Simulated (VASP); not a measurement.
# Tl2B (I4/mcm) in VASP: single point with PBE

Aim: the single point of Tl2B with PBE.

Program: VASP 6.6.1. These are calculated values, not measurements. Logs are shortened: lines on timing, memory, paths and dates and some standing lists are left out, and cuts for length are marked.

**1. The cell of the first run**

The structure is tetragonal, space group I4/mcm (No. 140). Conventional cell: a = 6.574 Å, b = 6.574 Å, c = 6.236 Å, α = 90.00°, β = 90.00°, γ = 90.00°. Within 3.8 Å of Tl (site symmetry m2m) lie 4 B at 2.88 Å and 7 Tl at 3.32 to 3.42 Å. Within 3.8 Å of B (site symmetry 422) lie 8 Tl at 2.88 Å and 2 B at 3.12 Å.

**2. Single point, PBE**

The input, INCAR:

```
SYSTEM = Tl2B
ALGO     = Fast           ! electronic algorithm
EDIFF    = 1E-7           ! SCF threshold, eV
ENCUT    = 520            ! plane-wave cutoff, eV
GGA      = PE             ! functional
ISIF     = 2              ! what is computed and relaxed
ISMEAR   = 0              ! smearing method
LASPH    = .TRUE.         ! aspherical terms in the spheres
LCHARG   = .FALSE.        ! write CHGCAR
LREAL    = .FALSE.        ! projectors in reciprocal space
LWAVE    = .FALSE.        ! write WAVECAR
NBANDS   = 38             ! bands
NELM     = 80             ! most SCF steps
PREC     = Accurate       ! precision mode
SIGMA    = 0.1            ! smearing width, eV
```

The input, KPOINTS:

```
k-points
0
G
  10 10 10
  0 0 0
```

The input, POSCAR:

```
Tl2B
1.0
   -3.2869269854      3.2869269854      3.1178961354
    3.2869269854     -3.2869269854      3.1178961354
    3.2869269854      3.2869269854     -3.1178961354
Tl B
4 2
Direct
    0.6787528972      0.1787528972      0.8575057945
    0.1787528972      0.3212471028      0.5000000000
    0.3212471028      0.8212471028      0.1424942055
    0.8212471028      0.6787528972      0.5000000000
    0.2500000000      0.2500000000      0.0000000000
    0.7500000000      0.7500000000      0.0000000000
```

Potentials or basis: VASP PAW PBE potentials, release 64 (Tl_d, B).

On the command line:

```bash
cat potpaw_PBE.64/Tl_d/POTCAR potpaw_PBE.64/B/POTCAR > POTCAR
mpirun -np 1 vasp_std > vasp.out
```

OUTCAR:

```text
SYSTEM = Tl2B
   EDIFF = 1E-7
   ENCUT = 520
   GGA = PE
   ISIF = 2
   ISMEAR = 0
   LASPH = .TRUE.
   LREAL = .FALSE.
   NELM = 80
   PREC = Accurate

 ion  position               nearest neighbor table
   1  0.679  0.179  0.858-   5 2.88   6 2.88   5 2.88   6 2.88   3 3.32   3 3.39   3 3.39   2 3.42
                             4 3.42   4 3.42   2 3.42   2 3.90   4 3.90   4 3.90   2 3.90
   2  0.179  0.321  0.500-   6 2.88   5 2.88   5 2.88   6 2.88   4 3.32   4 3.39   4 3.39   3 3.42
                             1 3.42   3 3.42   1 3.42   1 3.90   3 3.90   3 3.90   1 3.90
   3  0.321  0.821  0.142-   5 2.88   6 2.88   5 2.88   6 2.88   1 3.32   1 3.39   1 3.39   4 3.42
                             2 3.42   4 3.42   2 3.42   4 3.90   2 3.90   4 3.90   2 3.90
   4  0.821  0.679  0.500-   5 2.88   6 2.88   6 2.88   5 2.88   2 3.32   2 3.39   2 3.39   3 3.42
                             1 3.42   3 3.42   1 3.42   1 3.90   3 3.90   1 3.90   3 3.90
   5  0.250  0.250  0.000-   1 2.88   3 2.88   2 2.88   4 2.88   2 2.88   4 2.88   3 2.88   1 2.88

   6  0.750  0.750  0.000-   1 2.88   3 2.88   2 2.88   4 2.88   4 2.88   2 2.88   1 2.88   3 2.88

  LATTYP: Found a body centered tetragonal cell.
 ALAT       =     6.5738539708
 C/A-ratio  =     0.9485748084

  Lattice vectors:

 A1 = (  -3.2869269854,   3.2869269854,   3.1178961354)
 A2 = (   3.2869269854,  -3.2869269854,   3.1178961354)
 A3 = (   3.2869269854,   3.2869269854,  -3.1178961354)

Analysis of symmetry for initial positions (statically):
=====================================================================
 Subroutine PRICEL returns:
 Original cell was already a primitive cell.

 Routine SETGRP: Setting up the symmetry group for a
 body centered tetragonal supercell.

 Subroutine GETGRP returns: Found 16 space group operations
 (whereof  8 operations were pure point group operations)
 out of a pool of 16 trial point group operations.

The static configuration has the point symmetry C_4h.
 The point group associated with its full space group is D_4h.

Analysis of symmetry for dynamics (positions and initial velocities):
=====================================================================
 Subroutine PRICEL returns:
 Original cell was already a primitive cell.

 Routine SETGRP: Setting up the symmetry group for a
 body centered tetragonal supercell.

 Subroutine GETGRP returns: Found 16 space group operations
 (whereof  8 operations were pure point group operations)
 out of a pool of 16 trial point group operations.

The dynamic configuration has the point symmetry C_4h.
 The point group associated with its full space group is D_4h.

 Subroutine INISYM returns: Found 16 space group operations
[... 106 lines left out ...]
   LREAL  =      F    real-space projection
   EDIFFG = 0.1E-05   stopping-criterion for IOM
   NSW    =      0    number of steps for IOM
   IBRION =     -1    ionic relax: 0-MD 1-quasi-New 2-CG
   NFREE  =      0    steps in history (QN), initial steepest desc. (CG)
   ISIF   =      2    stress and relaxation
   ISYM   =      2    0-nonsym 1-usesym 2-fastsym
   POTIM  = 0.5000    time-step for ionic-motion
   TEBEG  =    0.0;   TEEND  =   0.0 temperature during run
   PSTRESS=    0.0 pullay stress
   NELECT =      58.0000    total number of electrons
   NUPDOWN=      -1.0000    fix difference up-down
   EMIN   =  10.00;   EMAX   =-10.00  energy-range for DOS
   EFERMI =   0.00;   METHOD = LEGACY
   ISMEAR =     0;   SIGMA  =   0.10  broadening in eV -4-tet -1-fermi 0-gaus
   EFERMI_NEDOS =   21; number of points for ismear=-14 and -15
   IALGO  =     68    algorithm
   IMIX   =      4    mixing-type and parameters
     AMIX     =   0.40;   BMIX     =  1.00
     AMIX_MAG =   1.60;   BMIX_MAG =  1.00
  volume/ion in A,a.u.               =      22.46       151.55
  Fermi-wavevector in a.u.,A,eV,Ry     =   1.236090  2.335872 20.788608  1.527920
  Thomas-Fermi vector in A             =   2.370713
   LORBIT       =      0    0 simple, 1 ext, 2 COOP (PROOUT), +10 PAW based schemes
   GGA     = PE    functional components
   LHFCALC =     F    Hartree Fock is set to
   AEXX    =    0.0000 exact exchange contribution
   IVDW    =     0    specifies the selected vdW correction
   LEPSILON=     F    determine dielectric tensor
   LRPA    =     F    only Hartree local field effects (RPA)
 non-spin polarized calculation
 RMM-DIIS sequential band-by-band and
 Gauss-broadening in eV      SIGMA  =   0.10
  energy-cutoff  :      520.00
  volume of cell :      134.74
 maximum number of plane-waves:      3661
 NGX is ok and might be reduce to    42
   NGX = 21   NGY = 21   NGZ = 21

 number of electron      58.0000008 magnetization

 Free energy of the ion-electron system (eV)
  ---------------------------------------------------
  ext. energy  EPLUGINS =         0.00000000
  ---------------------------------------------------
  free energy    TOTEN  =       -15.80452232 eV

  energy without entropy =      -15.79360628  energy(sigma->0) =      -15.79906430

 E-fermi :   6.0895     XC(G=0): -10.3032

 val. band max:        6.0812509041   @ k =   0.2000   0.0000  -0.0000
 cond. band min:       6.1203781772   @ k =  -0.4000   0.1000   0.0000
 fundamental gap:      0.0391272731
 Fermi energy:         6.0895482206

 k-point     1 :       0.0000    0.0000    0.0000
  band No.  band energies     occupation
      1      -5.6463      2.00000
      2      -5.5540      2.00000
      3      -5.4849      2.00000
      4      -5.4461      2.00000
      5      -5.4461      2.00000
      6      -5.4229      2.00000
[... 973 lines left out ...]
     37      10.8469      0.00000
     38      10.9824      0.00000

 [... further k-points ...]
[... 5 lines left out ...]
  --------------------------------------------------------------------------------------
  -------------------------------------------------------------------------------------
  Total       -0.0296941     -0.0296941     -0.0383984      0.0000000     -0.0000000      0.0000000
  in kB       -0.3530849     -0.3530849     -0.4565853      0.0000000     -0.0000000      0.0000000
  external PRESSURE =      -0.3875850 kB  Pullay stress =       0.0000000 kB

 VOLUME and BASIS-vectors are now :
 -----------------------------------------------------------------------------
  energy-cutoff  :      520.00
  volume of cell :      134.74
      direct lattice vectors                 reciprocal lattice vectors
    -3.286926985  3.286926985  3.117896135     0.000000000  0.152117769  0.160364547
     3.286926985 -3.286926985  3.117896135     0.152117769  0.000000000  0.160364547
     3.286926985  3.286926985 -3.117896135     0.152117769  0.152117769  0.000000000

 POSITION                                       TOTAL-FORCE (eV/Angst)
 -----------------------------------------------------------------------------------
      1.17510      4.46202     -0.00000         0.001186      0.001186     -0.000000
      2.11183      1.17510      0.00000        -0.001186      0.001186      0.000000
      2.11183     -1.17510      3.11790        -0.001186     -0.001186      0.000000
      1.17510      2.11183      3.11790         0.001186     -0.001186     -0.000000
      0.00000      0.00000      1.55895         0.000000     -0.000000      0.000000
      0.00000      0.00000      4.67684         0.000000     -0.000000      0.000000
 -----------------------------------------------------------------------------------
    total drift:                               -0.000000     -0.000000      0.000000

  FREE ENERGIE OF THE ION-ELECTRON SYSTEM (eV)
  ---------------------------------------------------
  free  energy   TOTEN  =       -15.8045223233 eV

  energy  without entropy=      -15.7936062769  energy(sigma->0) =      -15.79906430
```

OSZICAR:

```text
N       E                     dE             d eps       ncg     rms          rms(c)
DAV:   1     0.314326315848E+03    0.31433E+03   -0.30262E+04  7768   0.143E+03
DAV:   2    -0.619053211546E+01   -0.32052E+03   -0.31288E+03  8434   0.320E+02
DAV:   3    -0.164513255017E+02   -0.10261E+02   -0.10082E+02  9088   0.461E+01
DAV:   4    -0.165630401693E+02   -0.11171E+00   -0.11145E+00  8316   0.453E+00
DAV:   5    -0.165644450782E+02   -0.14049E-02   -0.14048E-02  8996   0.559E-01    0.718E+00
RMM:   6    -0.158155378987E+02    0.74891E+00   -0.14867E+00  7802   0.423E+00    0.497E+00
RMM:   7    -0.158105696320E+02    0.49683E-02   -0.13064E-01  8428   0.146E+00    0.304E+00
RMM:   8    -0.158047451317E+02    0.58245E-02   -0.15935E-02  8235   0.595E-01    0.226E-01
RMM:   9    -0.158044853731E+02    0.25976E-03   -0.37941E-03  8630   0.192E-01    0.579E-02
RMM:  10    -0.158045131210E+02   -0.27748E-04   -0.30576E-04  8606   0.835E-02    0.192E-02
RMM:  11    -0.158045227207E+02   -0.95998E-05   -0.49180E-05  8716   0.298E-02    0.849E-03
RMM:  12    -0.158045221714E+02    0.54939E-06   -0.14548E-05  8764   0.141E-02    0.285E-03
RMM:  13    -0.158045223945E+02   -0.22319E-06   -0.22344E-06  7971   0.615E-03    0.628E-04
RMM:  14    -0.158045223233E+02    0.71205E-07   -0.53240E-07  6493   0.298E-03
   1 F= -.15804522E+02 E0= -.15799064E+02  d E =-.109160E-01
```

It took 11 min on 1 thread of Oxide Virtual Turin-like, shared host; peak memory 0.5 GiB.

What came out:

```yaml
Free_energy: -15.8045 eV
Pressure: 0.0 GPa
Band_gap_on_the_k_mesh: zero (band 29 reaches 7.30 eV, above the bottom of band 30 at 4.32 eV)
```

Caveat: spin-orbit coupling is left out, which moves the levels of the heavy elements.
